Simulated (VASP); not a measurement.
# SiC (nc) (F-43m) in VASP: further runs

The runs below take SiC (nc) through single point, with PBE.

Everything below comes from runs of VASP 6.6.1. Logs are shortened: lines on timing, memory, paths and dates and some standing lists are left out, and cuts for length are marked.

**Experimental background.**

From “Insight into the structural, elastic and electronic properties of a new orthorhombic 6O-SiC polytype”, 2020, pmc:7200658, for a bulk crystal of SiC: band gap 2.4 eV (indirect).

How close the calculation comes is told below.

### Step 1. The cell of the first run

The structure is cubic, space group F-43m (No. 216). The conventional cell has a = 4.291 Å, b = 4.291 Å, c = 4.291 Å, α = 90.00°, β = 90.00°, γ = 90.00°. Si (site symmetry -43m) has 4 C at 1.86 Å within 2.5 Å. Within 2.5 Å of C (site symmetry -43m) lie 4 Si at 1.86 Å.

### Step 2. Single point, PBE (volume scaled by 0.94)

INCAR

```
  PREC = Accurate
  ENCUT = 600
  EDIFF = 1E-6
  ISMEAR = 0
  SIGMA = 0.02
  LREAL = False
  LASPH = True
  NELM = 120
  ALGO = Normal
  ISIF = 2
  LWAVE = False
  LCHARG = False
  GGA = PE
  NBANDS = 11
  GGA_COMPAT = False
```

KPOINTS

```
Automatic mesh
0
Gamma
  10 10 10
```

POSCAR

```
SiC
1.0
    0.0000000000      2.1457327616      2.1457327616
    2.1457327616      0.0000000000      2.1457327616
    2.1457327616      2.1457327616      0.0000000000
Si C
1 1
Direct
    0.0000000000      0.0000000000      0.0000000000
    0.2500000000      0.2500000000      0.2500000000
```

Potentials or basis: VASP PAW PBE potentials, release 64 (Si, C).

Launch:

```
> cat potpaw_PBE.64/Si/POTCAR potpaw_PBE.64/C/POTCAR > POTCAR
> mpirun -np 1 vasp_std > vasp.out
```

OUTCAR:

```text
PREC = Accurate
   ENCUT = 600
   EDIFF = 1E-6
   ISMEAR = 0
   LREAL = False
   LASPH = True
   NELM = 120
   ISIF = 2
   GGA = PE

 ion  position               nearest neighbor table
   1  0.000  0.000  0.000-   2 1.86   2 1.86   2 1.86   2 1.86
   2  0.250  0.250  0.250-   1 1.86   1 1.86   1 1.86   1 1.86

  LATTYP: Found a face centered cubic cell.
 ALAT       =     4.2914655232

  Lattice vectors:

 A1 = (   0.0000000000,   2.1457327616,   2.1457327616)
 A2 = (   2.1457327616,   0.0000000000,   2.1457327616)
 A3 = (   2.1457327616,   2.1457327616,   0.0000000000)

Analysis of symmetry for initial positions (statically):
=====================================================================
 Subroutine PRICEL returns:
 Original cell was already a primitive cell.

 Routine SETGRP: Setting up the symmetry group for a
 face centered cubic supercell.

 Subroutine GETGRP returns: Found 24 space group operations
 (whereof 24 operations were pure point group operations)
 out of a pool of 48 trial point group operations.

The static configuration has the point symmetry T_d .

Analysis of symmetry for dynamics (positions and initial velocities):
=====================================================================
 Subroutine PRICEL returns:
 Original cell was already a primitive cell.

 Routine SETGRP: Setting up the symmetry group for a
 face centered cubic supercell.

 Subroutine GETGRP returns: Found 24 space group operations
 (whereof 24 operations were pure point group operations)
 out of a pool of 48 trial point group operations.

The dynamic configuration has the point symmetry T_d .

 Subroutine INISYM returns: Found 24 space group operations
 (whereof 24 operations are pure point group operations),
 and found     1 'primitive' translations

----------------------------------------------------------------------------------------

                                     Primitive cell

  volume of cell :      19.7586

  direct lattice vectors                    reciprocal lattice vectors
     0.000000000  2.145732762  2.145732762    -0.233020630  0.233020630  0.233020630
     2.145732762  0.000000000  2.145732762     0.233020630 -0.233020630  0.233020630
     2.145732762  2.145732762  0.000000000     0.233020630  0.233020630 -0.233020630

  length of vectors
     3.034524373  3.034524373  3.034524373     0.403603570  0.403603570  0.403603570

  position of ions in fractional coordinates (direct lattice)
     0.000000000  0.000000000  0.000000000
     0.250000000  0.250000000  0.250000000

  ion indices of the primitive-cell ions
   primitive index   ion index
                 1           1
                 2           2

----------------------------------------------------------------------------------------

 KPOINTS: Automatic mesh

Automatic generation of k-mesh.
 Grid dimensions read from file:
 generate k-points for:   10   10   10

 Generating k-lattice:

  Cartesian coordinates                     Fractional coordinates (reciprocal lattice)
    -0.023302063  0.023302063  0.023302063     0.100000000  0.000000000  0.000000000
     0.023302063 -0.023302063  0.023302063     0.000000000  0.100000000  0.000000000
     0.023302063  0.023302063 -0.023302063     0.000000000  0.000000000  0.100000000

  Length of vectors
     0.040360357  0.040360357  0.040360357

  Shift w.r.t. Gamma in fractional coordinates (k-lattice)
     0.000000000  0.000000000  0.000000000

 Subroutine IBZKPT returns following result:
 ===========================================

 Found     47 irreducible k-points:

 Following reciprocal coordinates:
            Coordinates               Weight
  0.000000  0.000000  0.000000      1.000000
  0.100000  0.000000  0.000000      8.000000
  0.200000  0.000000  0.000000      8.000000
  0.300000  0.000000  0.000000      8.000000
  0.400000  0.000000  0.000000      8.000000
  0.500000  0.000000  0.000000      4.000000
[... 16 lines left out ...]
  0.300000  0.300000  0.000000      6.000000
  0.400000  0.300000  0.000000     24.000000
 [... further k-points ...]
   k-points           NKPTS =     47   k-points in BZ     NKDIM =     47   number of bands    NBANDS=     11
   number of dos      NEDOS =    301   number of ions     NIONS =      2
   total plane-waves  NPLWV =  13824
   dimension x,y,z NGX =    24 NGY =   24 NGZ =   24
   dimension x,y,z NGXF=    48 NGYF=   48 NGZF=   48
   ions per type =               1   1
   NGX,Y,Z   is equivalent  to a cutoff of  13.15, 13.15, 13.15 a.u.
   NGXF,Y,Z  is equivalent  to a cutoff of  26.30, 26.30, 26.30 a.u.
 SYSTEM =  unknown system
   PREC   = accura    normal or accurate (medium, high low for compatibility)
   ISTART =      0    job   : 0-new  1-cont  2-samecut
   ICHARG =      2    charge: 1-file 2-atom 10-const
   ISPIN  =      1    spin polarized calculation?
   LNONCOLLINEAR =      F non collinear calculations
   LSORBIT =      F    spin-orbit coupling
   LASPH  =      T    aspherical Exc in radial PAW
   ENCUT  =  600.0 eV  44.10 Ry    6.64 a.u.   6.06  6.06  6.06*2*pi/ulx,y,z
   NELM   =    120;   NELMIN=  2; NELMDL= -5     # of ELM steps
   EDIFF  = 0.1E-05   stopping-criterion for ELM
   LREAL  =      F    real-space projection
   EDIFFG = 0.1E-04   stopping-criterion for IOM
   NSW    =      0    number of steps for IOM
   IBRION =     -1    ionic relax: 0-MD 1-quasi-New 2-CG
   NFREE  =      0    steps in history (QN), initial steepest desc. (CG)
   ISIF   =      2    stress and relaxation
   ISYM   =      2    0-nonsym 1-usesym 2-fastsym
   POTIM  = 0.5000    time-step for ionic-motion
   TEBEG  =    0.0;   TEEND  =   0.0 temperature during run
   PSTRESS=    0.0 pullay stress
   NELECT =       8.0000    total number of electrons
   NUPDOWN=      -1.0000    fix difference up-down
   EMIN   =  10.00;   EMAX   =-10.00  energy-range for DOS
   EFERMI =   0.00;   METHOD = LEGACY
   ISMEAR =     0;   SIGMA  =   0.02  broadening in eV -4-tet -1-fermi 0-gaus
   EFERMI_NEDOS =   21; number of points for ismear=-14 and -15
   IALGO  =     38    algorithm
   IMIX   =      4    mixing-type and parameters
     AMIX     =   0.40;   BMIX     =  1.00
     AMIX_MAG =   1.60;   BMIX_MAG =  1.00
  volume/ion in A,a.u.               =       9.88        66.67
  Fermi-wavevector in a.u.,A,eV,Ry     =   1.211116  2.288678 19.957063  1.466803
  Thomas-Fermi vector in A             =   2.346642
   LORBIT       =      0    0 simple, 1 ext, 2 COOP (PROOUT), +10 PAW based schemes
   GGA     = PE    functional components
   LHFCALC =     F    Hartree Fock is set to
   AEXX    =    0.0000 exact exchange contribution
   IVDW    =     0    specifies the selected vdW correction
   LEPSILON=     F    determine dielectric tensor
   LRPA    =     F    only Hartree local field effects (RPA)
 non-spin polarized calculation
 Gauss-broadening in eV      SIGMA  =   0.02
  energy-cutoff  :      600.00
  volume of cell :       19.76
 maximum number of plane-waves:       678
   NGX = 13   NGY = 13   NGZ = 13

 number of electron       7.9999999 magnetization

 Free energy of the ion-electron system (eV)
  ---------------------------------------------------
  ext. energy  EPLUGINS =         0.00000000
  ---------------------------------------------------
  free energy    TOTEN  =       -15.00846254 eV

  energy without entropy =      -15.00846254  energy(sigma->0) =      -15.00846254

 E-fermi :   8.7621     XC(G=0): -11.5590

 val. band max:        8.6324798539   @ k =   0.0000   0.0000   0.0000
 cond. band min:       9.9453578359   @ k =   0.5000   0.5000   0.0000
 fundamental gap:      1.3128779819
 Fermi energy:         8.7620575035

 k-point     1 :       0.0000    0.0000    0.0000
  band No.  band energies     occupation
      1      -7.1375      2.00000
      2       8.6325      2.00000
      3       8.6325      2.00000
      4       8.6325      2.00000
      5      15.4097      0.00000
      6      16.2692      0.00000
      7      16.2692      0.00000
      8      16.2692      0.00000
      9      23.4141      0.00000
     10      23.4141      0.00000
     11      25.8416      0.00000

 k-point     2 :       0.1000    0.0000    0.0000
  band No.  band energies     occupation
      1      -6.9349      2.00000
      2       7.6174      2.00000
      3       8.4978      2.00000
      4       8.4978      2.00000
      5      15.5940      0.00000
      6      16.5191      0.00000
      7      16.5191      0.00000
      8      16.6153      0.00000
      9      22.4283      0.00000
     10      22.4283      0.00000
     11      25.3184      0.00000

 k-point     3 :       0.2000    0.0000    0.0000
  band No.  band energies     occupation
      1      -6.3355      2.00000
      2       5.4548      2.00000
      3       8.1885      2.00000
      4       8.1885      2.00000
      5      15.2513      0.00000
      6      16.8667      0.00000
      7      16.8667      0.00000
      8      17.8551      0.00000
      9      21.7544      0.00000
     10      21.7544      0.00000
     11      24.4129      0.00000

 k-point     4 :       0.3000    0.0000    0.0000
  band No.  band energies     occupation
      1      -5.3741      2.00000
      2       3.0745      2.00000
      3       7.8696      2.00000
      4       7.8696      2.00000
      5      14.8429      0.00000
      6      16.6639      0.00000
      7      16.6639      0.00000
      8      18.7601      0.00000
      9      22.6558      0.00000
     10      22.6558      0.00000
     11      24.2278      0.00000
[... 239 lines left out ...]
 k-point    22 :      -0.2000    0.2000    0.0000
  band No.  band energies     occupation
      1      -5.0524      2.00000
      2       3.7591      2.00000
      3       5.3287      2.00000
      4       7.9865      2.00000
      5      15.4255      0.00000
      6      17.0350      0.00000
      7      17.3174      0.00000
      8      18.1973      0.00000
      9      20.3569      0.00000
     10      24.5346      0.00000
     11      28.3064      0.00000

 k-point    23 :       0.3000    0.3000    0.0000
  band No.  band energies     occupation
      1      -4.7783      2.00000
      2       4.2610      2.00000
      3       6.2055      2.00000
      4       6.2055      2.00000
      5      11.8748      0.00000
      6      14.4248      0.00000
      7      20.6285      0.00000
      8      20.6285      0.00000
      9      21.6031      0.00000
     10      26.0877      0.00000
     11      30.8619      0.00000

 k-point    24 :       0.4000    0.3000    0.0000
  band No.  band energies     occupation
      1      -3.8728      2.00000
      2       2.9994      2.00000
      3       5.3898      2.00000
      4       5.9364      2.00000
      5      11.5363      0.00000
      6      14.4520      0.00000
      7      20.7610      0.00000
      8      21.0089      0.00000
      9      22.9564      0.00000
     10      27.1445      0.00000
     11      30.6040      0.00000

 [... further k-points ...]
[... 5 lines left out ...]
  --------------------------------------------------------------------------------------
  -------------------------------------------------------------------------------------
  Total        1.7764132      1.7764132      1.7764132      0.0000000      0.0000000     -0.0000000
  in kB      144.0448328    144.0448328    144.0448328      0.0000000      0.0000000     -0.0000000
  external PRESSURE =     144.0448328 kB  Pullay stress =       0.0000000 kB

 VOLUME and BASIS-vectors are now :
 -----------------------------------------------------------------------------
  energy-cutoff  :      600.00
  volume of cell :       19.76
      direct lattice vectors                 reciprocal lattice vectors
     0.000000000  2.145732762  2.145732762    -0.233020630  0.233020630  0.233020630
     2.145732762  0.000000000  2.145732762     0.233020630 -0.233020630  0.233020630
     2.145732762  2.145732762  0.000000000     0.233020630  0.233020630 -0.233020630

 POSITION                                       TOTAL-FORCE (eV/Angst)
 -----------------------------------------------------------------------------------
      0.00000      0.00000      0.00000        -0.000000     -0.000000     -0.000000
      1.07287      1.07287      1.07287         0.000000      0.000000      0.000000
 -----------------------------------------------------------------------------------
    total drift:                                0.000000      0.000000      0.000000

  FREE ENERGIE OF THE ION-ELECTRON SYSTEM (eV)
  ---------------------------------------------------
  free  energy   TOTEN  =       -15.0084625444 eV

  energy  without entropy=      -15.0084625444  energy(sigma->0) =      -15.00846254
```

It took 6.5 s on 1 thread of Intel Xeon 6975P-C, shared host; peak memory 0.14 GiB.

What came out:

```
Free energy            : -15.0085 eV
Pressure               : 14.4 GPa
Band gap on the k mesh : 1.31 eV, indirect (least direct gap 4.59 eV)
```

Caveat: the cell differs from its parent crystal (volume scaled by 0.94). A k mesh can miss the band edges.

### Step 3. Single point, PBE (volume scaled by 0.91)

INCAR

```
PREC = Accurate
ENCUT = 600
EDIFF = 1E-6
ISMEAR = 0
SIGMA = 0.02
LREAL = F
LASPH = T
NELM = 120
ALGO = Normal
ISIF = 2
LWAVE = F
LCHARG = F
GGA = PE
NBANDS = 11
GGA_COMPAT = F
```

KPOINTS is that of step 2.

POSCAR

```
SiC
1.0
    0.0000000000      2.1226585780      2.1226585780
    2.1226585780      0.0000000000      2.1226585780
    2.1226585780      2.1226585780      0.0000000000
Si C
1 1
Direct
    0.0000000000      0.0000000000      0.0000000000
    0.2500000000      0.2500000000      0.2500000000
```

Potentials or basis: VASP PAW PBE potentials, release 64 (Si, C).

Launch:

```
> cat potpaw_PBE.64/Si/POTCAR potpaw_PBE.64/C/POTCAR > POTCAR
> mpirun -np 1 vasp_std > vasp.out
```

It took 6.4 s on 1 thread of Intel Xeon 6975P-C, shared host; peak memory 0.14 GiB.

Results (log left out):

| Item | Value |
| --- | --- |
| Free energy | -14.9335 eV |
| Pressure | 23.6 GPa |
| Band gap on the k mesh | 1.28 eV, indirect (least direct gap 4.62 eV) |

Levels at points of the mesh, in eV from the valence-band top:
```tsv
k point	band 1	band 2	band 3	band 4	band 5	band 6	band 7	band 8	band 9
(0.00, 0.00, 0.00)	-16.03	0.00	0.00	0.00	7.16	7.88	7.88	7.88	14.98
(0.50, 0.00, 0.00)	-12.17	-8.98	-1.07	-1.07	6.16	7.55	7.55	10.49	17.19
(0.50, 0.50, 0.00)	-10.63	-8.05	-3.34	-3.34	1.28	4.61	14.97	14.97	15.88
```

Caveat: the cell differs from its parent crystal (volume scaled by 0.91).

### Step 4. Single point, PBE

This run uses another cell than the first one, of 10.51 Å³/atom, 1.064 times its volume.

INCAR

```
PREC     = Accurate       # precision mode
ENCUT    = 600            # plane-wave cutoff, eV
EDIFF    = 1E-6           # SCF threshold, eV
ISMEAR   = 0              # smearing method
SIGMA    = 0.02           # smearing width, eV
LREAL    = F              # projectors in reciprocal space
LASPH    = T              # aspherical terms in the spheres
NELM     = 120            # most SCF steps
ALGO     = Normal         # electronic algorithm
ISIF     = 2              # what is computed and relaxed
LWAVE    = F              # write WAVECAR
LCHARG   = T              # write CHGCAR
GGA      = PE             # functional
LELF     = T              # ELF
LVHAR    = T            
NBANDS   = 11             # bands
GGA_COMPAT= F
```

KPOINTS is that of step 3.

POSCAR

```
SiC
1.0
    0.0000000000      2.1904483358      2.1904483358
    2.1904483358      0.0000000000      2.1904483358
    2.1904483358      2.1904483358      0.0000000000
Si C
1 1
Direct
    0.0000000000      0.0000000000      0.0000000000
    0.2500000000      0.2500000000      0.2500000000
```

Launch:

```
> cat potpaw_PBE.64/Si/POTCAR potpaw_PBE.64/C/POTCAR > POTCAR
> mpirun -np 1 vasp_std > vasp.out
```

Wall time 13 s (1 thread of Intel Xeon 6975P-C, shared host); peak memory 0.15 GiB.

The run converged. Its results:

* Free energy: -15.0622 eV
* Pressure: -0.4 GPa
* Band gap on the k mesh: 1.37 eV, indirect (least direct gap 4.53 eV)

Levels at points of the mesh, in eV from the valence-band top:
```tsv
k point	band 1	band 2	band 3	band 4	band 5	band 6	band 7	band 8	band 9
(0.00, 0.00, 0.00)	-15.28	0.00	0.00	0.00	6.05	7.20	7.20	7.20	14.42
(0.50, 0.00, 0.00)	-11.77	-8.45	-1.05	-1.05	5.29	7.16	7.16	9.97	16.01
(0.50, 0.50, 0.00)	-10.34	-7.75	-3.15	-3.15	1.37	4.27	13.85	13.85	14.58
```

### Step 5. Single point, PBE (volume scaled by 0.97)

INCAR

```
SYSTEM = SiC
PREC     = Accurate       ! precision mode
ENCUT    = 600            ! plane-wave cutoff, eV
EDIFF    = 1E-6           ! SCF threshold, eV
ISMEAR   = 0              ! smearing method
SIGMA    = 0.02           ! smearing width, eV
LREAL    = .FALSE.        ! projectors in reciprocal space
LASPH    = .TRUE.         ! aspherical terms in the spheres
NELM     = 120            ! most SCF steps
ALGO     = Normal         ! electronic algorithm
ISIF     = 2              ! what is computed and relaxed
LWAVE    = .FALSE.        ! write WAVECAR
LCHARG   = .FALSE.        ! write CHGCAR
GGA      = PE             ! functional
NBANDS   = 11             ! bands
GGA_COMPAT= .FALSE.
```

KPOINTS

```
Automatic mesh
0
G
  10 10 10
  0 0 0
```

POSCAR

```
SiC
1.0
    0.0000000000      2.1683210822      2.1683210822
    2.1683210822      0.0000000000      2.1683210822
    2.1683210822      2.1683210822      0.0000000000
Si C
1 1
Direct
    0.0000000000      0.0000000000      0.0000000000
    0.2500000000      0.2500000000      0.2500000000
```

Launch:

```
> cat potpaw_PBE.64/Si/POTCAR potpaw_PBE.64/C/POTCAR > POTCAR
> mpirun -np 1 vasp_std > vasp.out
```

Run time: 6.6 s. Hardware: 1 thread of Intel Xeon 6975P-C, shared host; peak memory 0.14 GiB.

Results (log left out):

- Free energy: -15.0498 eV
- Pressure: 6.5 GPa
- Band gap on the k mesh: 1.34 eV, indirect (least direct gap 4.56 eV)

Levels at points of the mesh, in eV from the valence-band top:
| k point | band 1 | band 2 | band 3 | band 4 | band 5 | band 6 | band 7 | band 8 |
| --- | --- | --- | --- | --- | --- | --- | --- | --- |
| (0.00, 0.00, 0.00) | -15.52 | 0.00 | 0.00 | 0.00 | 6.41 | 7.41 | 7.41 | 7.41 |
| (0.50, 0.00, 0.00) | -11.90 | -8.62 | -1.05 | -1.05 | 5.57 | 7.29 | 7.29 | 10.14 |
| (0.50, 0.50, 0.00) | -10.43 | -7.84 | -3.21 | -3.21 | 1.34 | 4.37 | 14.21 | 14.21 |

Caveat: the cell differs from its parent crystal (volume scaled by 0.97). A k mesh can miss the band edges.

### Step 6. Summary

| cell | gap on the mesh (eV) | pressure (GPa) |
| --- | --- | --- |
| a = 3.035 Å, angles 60.0°, 2 atoms | 1.31 | 14.4 |
| a = 3.002 Å, angles 60.0°, 2 atoms | 1.28 | 23.6 |
| a = 3.098 Å, angles 60.0°, 2 atoms | 1.37 | -0.4 |
| a = 3.066 Å, angles 60.0°, 2 atoms | 1.34 | 6.5 |

Alike in all rows: task single point; level PBE; potentials or basis VASP PAW PBE potentials, release 64 (Si, C); no spin polarisation; k mesh 10 × 10 × 10; cutoff (eV) 600; smearing gaussian 0.02 eV.

Absolute energies hang on the potentials; compare differences alone.

### Step 7. Comparison with measurements

Step 4. Against the measured gap of SiC, 2.4 eV (indirect; quoted in “Insight into the structural, elastic and electronic properties of a new orthorhombic 6O-SiC polytype”, 2020, pmc:7200658), the calculated 1.37 eV is off by -1.03 eV. The value is that of PBE on a finite k mesh, which can miss the band edges, without temperature or zero-point motion. Semilocal functionals fall short of measured gaps as a rule.
